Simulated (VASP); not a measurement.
# Sr (P6_3/mmc) in VASP: further runs

Sr is run at these levels: PBE; tasks: single point, relaxation of cell and atoms.

All numbers are computed with VASP 6.6.1; they aren't measurements. Logs are shortened: lines on timing, memory, paths and dates and some standing lists are left out, and cuts for length are marked.

## Step 1: The cell of the first run

Symmetry: P6_3/mmc, No. 194, hexagonal system. The conventional cell has a = 4.268 Å, b = 4.268 Å, c = 7.013 Å, α = 90.00°, β = 90.00°, γ = 120.00°. Sr (site symmetry -6m2) has 12 Sr at 4.27 to 4.29 Å within 5.6 Å.

## Step 2: Single point, PBE

Contents of INCAR:

```
SYSTEM = Sr
  PREC = Accurate
  ENCUT = 520
  EDIFF = 1E-6
  ISMEAR = 0
  SIGMA = 0.1
  LREAL = .False.
  LASPH = .True.
  NELM = 100
  ALGO = Normal
  ISIF = 2
  LWAVE = .False.
  LCHARG = .False.
  GGA = PE
  NBANDS = 17
```

Contents of KPOINTS:

```
Automatic mesh
0
Gamma
  12 12 6
  0 0 0
```

Contents of POSCAR:

```
Sr
1.0
    4.2677561623      0.0000000000      0.0000000000
   -2.1338780812      3.6959852537      0.0000000000
    0.0000000000      0.0000000000      7.0133129201
Sr
2
Direct
    0.3333333333      0.6666666667      0.2500000000
    0.6666666667      0.3333333333      0.7500000000
```

Potentials or basis: VASP PAW PBE potentials, release 64 (Sr_sv).

Started as:

```console
cat potpaw_PBE.64/Sr_sv/POTCAR > POTCAR
mpirun -np 1 vasp_std > vasp.out
```

OUTCAR:

```text
SYSTEM = Sr
   PREC = Accurate
   ENCUT = 520
   EDIFF = 1E-6
   ISMEAR = 0
   LREAL = .False.
   LASPH = .True.
   NELM = 100
   ISIF = 2
   GGA = PE

 ion  position               nearest neighbor table
   1  0.333  0.667  0.250-   2 4.29   2 4.29   2 4.29   2 4.29   2 4.29   2 4.29
   2  0.667  0.333  0.750-   1 4.29   1 4.29   1 4.29   1 4.29   1 4.29   1 4.29

  LATTYP: Found a hexagonal cell.
 ALAT       =     4.2677561623
 C/A-ratio  =     1.6433255916

  Lattice vectors:

 A1 = (   4.2677561623,   0.0000000000,   0.0000000000)
 A2 = (  -2.1338780812,   3.6959852537,   0.0000000000)
 A3 = (   0.0000000000,   0.0000000000,   7.0133129201)

Analysis of symmetry for initial positions (statically):
=====================================================================
 Subroutine PRICEL returns:
 Original cell was already a primitive cell.

 Routine SETGRP: Setting up the symmetry group for a
 hexagonal supercell.

 Subroutine GETGRP returns: Found 24 space group operations
 (whereof 12 operations were pure point group operations)
 out of a pool of 24 trial point group operations.

The static configuration has the point symmetry D_3d.
 The point group associated with its full space group is D_6h.

Analysis of symmetry for dynamics (positions and initial velocities):
=====================================================================
 Subroutine PRICEL returns:
 Original cell was already a primitive cell.

 Routine SETGRP: Setting up the symmetry group for a
 hexagonal supercell.

 Subroutine GETGRP returns: Found 24 space group operations
 (whereof 12 operations were pure point group operations)
 out of a pool of 24 trial point group operations.

The dynamic configuration has the point symmetry D_3d.
 The point group associated with its full space group is D_6h.

 Subroutine INISYM returns: Found 24 space group operations
 (whereof 12 operations are pure point group operations),
 and found     1 'primitive' translations

----------------------------------------------------------------------------------------

                                     Primitive cell

  volume of cell :     110.6249

  direct lattice vectors                    reciprocal lattice vectors
     4.267756162  0.000000000  0.000000000     0.234315167  0.135281925  0.000000000
    -2.133878081  3.695985254  0.000000000     0.000000000  0.270563850  0.000000000
     0.000000000  0.000000000  7.013312920     0.000000000  0.000000000  0.142585966

  length of vectors
     4.267756162  4.267756162  7.013312920     0.270563850  0.270563850  0.142585966

  position of ions in fractional coordinates (direct lattice)
     0.333333333  0.666666667  0.250000000
     0.666666667  0.333333333  0.750000000

  ion indices of the primitive-cell ions
   primitive index   ion index
                 1           1
                 2           2

----------------------------------------------------------------------------------------

 KPOINTS: Automatic mesh

Automatic generation of k-mesh.
 Grid dimensions read from file:
 generate k-points for:   12   12    6

 Generating k-lattice:

  Cartesian coordinates                     Fractional coordinates (reciprocal lattice)
     0.019526264  0.011273494  0.000000000     0.083333333  0.000000000  0.000000000
     0.000000000  0.022546988  0.000000000     0.000000000  0.083333333  0.000000000
     0.000000000  0.000000000  0.023764328     0.000000000  0.000000000  0.166666667

  Length of vectors
     0.022546988  0.022546988  0.023764328

  Shift w.r.t. Gamma in fractional coordinates (k-lattice)
     0.000000000  0.000000000  0.000000000

 Subroutine IBZKPT returns following result:
 ===========================================

 Found     76 irreducible k-points:

 Following reciprocal coordinates:
            Coordinates               Weight
  0.000000  0.000000  0.000000      1.000000
  0.083333  0.000000  0.000000      6.000000
  0.166667  0.000000  0.000000      6.000000
  0.250000  0.000000  0.000000      6.000000
  0.333333 -0.000000  0.000000      6.000000
  0.416667  0.000000  0.000000      6.000000
[... 16 lines left out ...]
  0.250000  0.000000  0.166667     12.000000
  0.333333 -0.000000  0.166667     12.000000
 [... further k-points ...]
   k-points           NKPTS =     76   k-points in BZ     NKDIM =     76   number of bands    NBANDS=     17
   number of dos      NEDOS =    301   number of ions     NIONS =      2
   total plane-waves  NPLWV =  55296
   dimension x,y,z NGX =    32 NGY =   32 NGZ =   54
   dimension x,y,z NGXF=    64 NGYF=   64 NGZF=  108
   ions per type =               2
   NGX,Y,Z   is equivalent  to a cutoff of  12.47, 12.47, 12.80 a.u.
   NGXF,Y,Z  is equivalent  to a cutoff of  24.93, 24.93, 25.60 a.u.
 SYSTEM =  Sr
   PREC   = accura    normal or accurate (medium, high low for compatibility)
   ISTART =      0    job   : 0-new  1-cont  2-samecut
   ICHARG =      2    charge: 1-file 2-atom 10-const
   ISPIN  =      1    spin polarized calculation?
   LNONCOLLINEAR =      F non collinear calculations
   LSORBIT =      F    spin-orbit coupling
   LASPH  =      T    aspherical Exc in radial PAW
   ENCUT  =  520.0 eV  38.22 Ry    6.18 a.u.   7.94  7.94 13.04*2*pi/ulx,y,z
   NELM   =    100;   NELMIN=  2; NELMDL= -5     # of ELM steps
   EDIFF  = 0.1E-05   stopping-criterion for ELM
   LREAL  =      F    real-space projection
   EDIFFG = 0.1E-04   stopping-criterion for IOM
   NSW    =      0    number of steps for IOM
   IBRION =     -1    ionic relax: 0-MD 1-quasi-New 2-CG
   NFREE  =      0    steps in history (QN), initial steepest desc. (CG)
   ISIF   =      2    stress and relaxation
   ISYM   =      2    0-nonsym 1-usesym 2-fastsym
   POTIM  = 0.5000    time-step for ionic-motion
   TEBEG  =    0.0;   TEEND  =   0.0 temperature during run
   PSTRESS=    0.0 pullay stress
   NELECT =      20.0000    total number of electrons
   NUPDOWN=      -1.0000    fix difference up-down
   EMIN   =  10.00;   EMAX   =-10.00  energy-range for DOS
   EFERMI =   0.00;   METHOD = LEGACY
   ISMEAR =     0;   SIGMA  =   0.10  broadening in eV -4-tet -1-fermi 0-gaus
   EFERMI_NEDOS =   21; number of points for ismear=-14 and -15
   IALGO  =     38    algorithm
   IMIX   =      4    mixing-type and parameters
     AMIX     =   0.40;   BMIX     =  1.00
     AMIX_MAG =   1.60;   BMIX_MAG =  1.00
  volume/ion in A,a.u.               =      55.31       373.27
  Fermi-wavevector in a.u.,A,eV,Ry     =   0.925693  1.749307 11.658944  0.856908
  Thomas-Fermi vector in A             =   2.051575
   LORBIT       =      0    0 simple, 1 ext, 2 COOP (PROOUT), +10 PAW based schemes
   GGA     = PE    functional components
   LHFCALC =     F    Hartree Fock is set to
   AEXX    =    0.0000 exact exchange contribution
   IVDW    =     0    specifies the selected vdW correction
   LEPSILON=     F    determine dielectric tensor
   LRPA    =     F    only Hartree local field effects (RPA)
 non-spin polarized calculation
 Gauss-broadening in eV      SIGMA  =   0.10
  energy-cutoff  :      520.00
  volume of cell :      110.62
 maximum number of plane-waves:      3006
 NGX is ok and might be reduce to    32
   NGX = 15   NGY = 15   NGZ = 27

 number of electron      20.0000001 magnetization

 Free energy of the ion-electron system (eV)
  ---------------------------------------------------
  ext. energy  EPLUGINS =         0.00000000
  ---------------------------------------------------
  free energy    TOTEN  =        -3.27470410 eV

  energy without entropy =       -3.26216366  energy(sigma->0) =       -3.26843388

 E-fermi :   1.5835     XC(G=0):  -7.3332

 val. band max:        1.5811749110   @ k =   0.1667   0.1667   0.0000
 cond. band min:       1.5881366243   @ k =   0.0833   0.0000   0.0000
 fundamental gap:      0.0069617133
 Fermi energy:         1.5835249587

 k-point     1 :       0.0000    0.0000    0.0000
  band No.  band energies     occupation
      1     -35.0621      2.00000
      2     -35.0489      2.00000
      3     -17.1371      2.00000
      4     -16.9774      2.00000
      5     -16.9774      2.00000
      6     -16.9520      2.00000
[... 9 lines left out ...]
     16       4.2660      0.00000
     17       4.8007      0.00000

 k-point     2 :       0.0833    0.0000    0.0000
  band No.  band energies     occupation
      1     -35.0612      2.00000
      2     -35.0485      2.00000
      3     -17.1329      2.00000
      4     -16.9874      2.00000
      5     -16.9806      2.00000
      6     -16.9623      2.00000
[... 9 lines left out ...]
     16       4.3604      0.00000
     17       4.6082      0.00000

 k-point     3 :       0.1667    0.0000    0.0000
  band No.  band energies     occupation
      1     -35.0590      2.00000
      2     -35.0474      2.00000
      3     -17.1208      2.00000
      4     -17.0147      2.00000
      5     -16.9902      2.00000
      6     -16.9889      2.00000
[... 9 lines left out ...]
     16       4.3064      0.00000
     17       4.4396      0.00000

 k-point     4 :       0.2500    0.0000    0.0000
  band No.  band energies     occupation
      1     -35.0558      2.00000
      2     -35.0460      2.00000
      3     -17.1028      2.00000
      4     -17.0523      2.00000
      5     -17.0274      2.00000
      6     -17.0000      2.00000
[... 9 lines left out ...]
     16       4.6362      0.00000
     17       4.6619      0.00000

 k-point     5 :       0.3333   -0.0000    0.0000
  band No.  band energies     occupation
      1     -35.0523      2.00000
      2     -35.0448      2.00000
      3     -17.0900      2.00000
      4     -17.0817      2.00000
      5     -17.0636      2.00000
      6     -17.0108      2.00000
[... 9 lines left out ...]
     16       5.0489      0.00000
     17       5.2433      0.00000

 k-point     6 :       0.4167    0.0000    0.0000
  band No.  band energies     occupation
      1     -35.0496      2.00000
      2     -35.0442      2.00000
      3     -17.1176      2.00000
      4     -17.0895      2.00000
      5     -17.0623      2.00000
      6     -17.0186      2.00000
[... 9 lines left out ...]
     16       5.5026      0.00000
     17       5.9416      0.00000

 k-point     7 :       0.5000    0.0000    0.0000
  band No.  band energies     occupation
      1     -35.0484      2.00000
      2     -35.0441      2.00000
      3     -17.1277      2.00000
      4     -17.0989      2.00000
      5     -17.0532      2.00000
      6     -17.0214      2.00000
[... 9 lines left out ...]
     16       5.8373      0.00000
     17       6.4854      0.00000

 k-point     8 :       0.0833    0.0833    0.0000
  band No.  band energies     occupation
      1     -35.0597      2.00000
      2     -35.0478      2.00000
      3     -17.1247      2.00000
      4     -17.0044      2.00000
      5     -16.9914      2.00000
      6     -16.9767      2.00000
[... 9 lines left out ...]
     16       4.3113      0.00000
     17       4.5103      0.00000
[... 203 lines left out ...]
      1     -35.0451      2.00000
      2     -35.0451      2.00000
      3     -17.0952      2.00000
      4     -17.0695      2.00000
      5     -17.0695      2.00000
      6     -17.0404      2.00000
[... 9 lines left out ...]
     16       5.1883      0.00000
     17       5.1883      0.00000

 k-point    20 :       0.0000    0.0000    0.1667
  band No.  band energies     occupation
      1     -35.0612      2.00000
      2     -35.0498      2.00000
      3     -17.1249      2.00000
      4     -16.9757      2.00000
      5     -16.9757      2.00000
      6     -16.9617      2.00000
[... 9 lines left out ...]
     16       4.1823      0.00000
     17       4.9585      0.00000

 k-point    21 :       0.0833    0.0000    0.1667
  band No.  band energies     occupation
      1     -35.0604      2.00000
      2     -35.0494      2.00000
      3     -17.1213      2.00000
      4     -16.9854      2.00000
      5     -16.9788      2.00000
      6     -16.9704      2.00000
[... 9 lines left out ...]
     16       4.2593      0.00000
     17       4.8436      0.00000

 k-point    22 :       0.1667    0.0000    0.1667
  band No.  band energies     occupation
      1     -35.0582      2.00000
      2     -35.0482      2.00000
      3     -17.1117      2.00000
      4     -17.0116      2.00000
      5     -16.9972      2.00000
      6     -16.9869      2.00000
[... 9 lines left out ...]
     16       4.4189      0.00000
     17       4.6821      0.00000

 k-point    23 :       0.2500    0.0000    0.1667
  band No.  band energies     occupation
      1     -35.0551      2.00000
      2     -35.0467      2.00000
      3     -17.1001      2.00000
      4     -17.0455      2.00000
      5     -17.0330      2.00000
      6     -16.9977      2.00000
[... 9 lines left out ...]
     16       4.6654      0.00000
     17       4.7670      0.00000

 k-point    24 :       0.3333   -0.0000    0.1667
  band No.  band energies     occupation
      1     -35.0518      2.00000
      2     -35.0453      2.00000
      3     -17.1039      2.00000
      4     -17.0734      2.00000
      5     -17.0562      2.00000
      6     -17.0083      2.00000
[... 9 lines left out ...]
     16       5.0584      0.00000
     17       5.1570      0.00000

 [... further k-points ...]
[... 5 lines left out ...]
  --------------------------------------------------------------------------------------
  -------------------------------------------------------------------------------------
  Total        0.0082397      0.0082397      0.0085168     -0.0000000      0.0000000     -0.0000000
  in kB        0.1193350      0.1193350      0.1233483     -0.0000000      0.0000000     -0.0000000
  external PRESSURE =       0.1206728 kB  Pullay stress =       0.0000000 kB

 VOLUME and BASIS-vectors are now :
 -----------------------------------------------------------------------------
  energy-cutoff  :      520.00
  volume of cell :      110.62
      direct lattice vectors                 reciprocal lattice vectors
     4.267756162  0.000000000  0.000000000     0.234315167  0.135281925  0.000000000
    -2.133878081  3.695985254  0.000000000     0.000000000  0.270563850  0.000000000
     0.000000000  0.000000000  7.013312920     0.000000000  0.000000000  0.142585966

 POSITION                                       TOTAL-FORCE (eV/Angst)
 -----------------------------------------------------------------------------------
     -0.00000      2.46399      1.75333        -0.000000      0.000000      0.000000
      2.13388      1.23200      5.25998         0.000000     -0.000000      0.000000
 -----------------------------------------------------------------------------------
    total drift:                               -0.000000      0.000000     -0.000000

  FREE ENERGIE OF THE ION-ELECTRON SYSTEM (eV)
  ---------------------------------------------------
  free  energy   TOTEN  =        -3.2747041004 eV

  energy  without entropy=       -3.2621636599  energy(sigma->0) =       -3.26843388
```

It took 83 s on 1 thread of Intel Xeon Platinum 8259CL at 2.50GHz (Skylake/Cascade Lake), shared host; peak memory 0.29 GiB.

What came out:

```yaml
Free_energy: -3.2747 eV
Pressure: 0.0 GPa
Band_gap_on_the_k_mesh: zero (band 10 reaches 1.74 eV, above the bottom of band 11 at 1.47 eV)
```

Levels at points of the mesh, in eV from the Fermi level:
```tsv
k point	band 7	band 8	band 9	band 10	band 11	band 12	band 13	band 14
(0.00, 0.00, 0.00)	-18.54	-18.53	-3.66	-1.16	0.01	2.25	2.28	2.28
(0.50, 0.00, 0.00)	-18.58	-18.56	-1.12	-0.55	0.06	0.23	1.28	1.85
(0.00, 0.00, 0.50)	-18.55	-18.55	-2.73	-2.73	1.24	1.24	2.28	2.28
(0.50, 0.00, 0.50)	-18.58	-18.58	-0.82	-0.82	0.23	0.23	1.30	1.30
```

## Step 3: Relaxation of cell and atoms, PBE

This run uses another cell than the first one, of 56.71 Å³/atom, 1.025 times its volume.

Contents of INCAR:

```
SYSTEM = Sr
  PREC = Accurate
  ENCUT = 600
  EDIFF = 1E-6
  ISMEAR = 0
  SIGMA = 0.1
  LREAL = .FALSE.
  LASPH = .TRUE.
  NELM = 100
  ALGO = Normal
  ISIF = 3
  LWAVE = .FALSE.
  LCHARG = .FALSE.
  GGA = PE
  IBRION = 2
  NSW = 100
  EDIFFG = -0.005
```

Contents of KPOINTS:

```
Automatic mesh
0
G
  12 12 6
  0 0 0
```

Contents of POSCAR:

```
Sr
1.0
    4.3100000000      0.0000000000      0.0000000000
   -2.1550000000      3.7325694903      0.0000000000
    0.0000000000      0.0000000000      7.0500000000
Sr
2
Direct
    0.3333333333      0.6666666667      0.2500000000
    0.6666666667      0.3333333333      0.7500000000
```

Potentials or basis: VASP PAW PBE potentials, release 64 (Sr_sv).

Started as:

```console
cat potpaw_PBE.64/Sr_sv/POTCAR > POTCAR
mpirun -np 1 vasp_std > vasp.out
```

Wall time 8.8 min (1 thread of Intel Xeon Platinum 8259CL at 2.50GHz (Skylake/Cascade Lake), shared host); peak memory 0.36 GiB.

The run converged. Its results:

* Free energy: -3.2747 eV
* Relaxed volume: 55.42 Å³/atom
* Relaxed cell: a = 4.270 Å, b = 4.270 Å, c = 7.018 Å, α = 90.00°, β = 90.00°, γ = 120.00°
* Space group after relaxing (to 0.05 Å): P6_3/mmc (No. 194)
* Energy gained by relaxing: 1.2 meV/atom
* Ionic steps: 9
* Pressure after relaxing: 0.0 GPa
* Band gap on the k mesh: zero (band 10 reaches 1.74 eV, above the bottom of band 11 at 1.46 eV)

The path:
```tsv
step	energy change (eV)	largest force (eV/Å)	pressure (GPa)	volume (Å³)
1	0.0000	0.0000	-0.27	113.42
2	-0.0019	0.0000	-0.12	111.88
3	-0.0023	0.0000	0.02	110.55
4	-0.0023	0.0000	0.01	110.72
5	-0.0023	0.0000	-0.02	111.01
6	-0.0023	0.0000	-0.01	110.81
7	-0.0023	0.0000	0.00	110.82
8	-0.0023	0.0000	-0.01	110.84
9	-0.0023	0.0000	-0.01	110.83
```

Final structure:
```
Sr
1.0
     4.27035    0.00000    0.00000
    -2.13518    3.69823    0.00000
     0.00000    0.00000    7.01807
Sr
2
Direct
  0.33333 0.66667 0.25000
  0.66667 0.33333 0.75000
```

Levels at points of the mesh, in eV from the Fermi level:
```
           k point  band 8  band 9  band 10  band 11  band 12  band 13
(0.00, 0.00, 0.00)  -18.54   -3.66    -1.16     0.01     2.25     2.28
(0.50, 0.00, 0.00)  -18.57   -1.12    -0.55     0.06     0.23     1.28
(0.00, 0.00, 0.50)  -18.55   -2.73    -2.73     1.24     1.24     2.28
(0.50, 0.00, 0.50)  -18.59   -0.82    -0.82     0.22     0.22     1.30
```
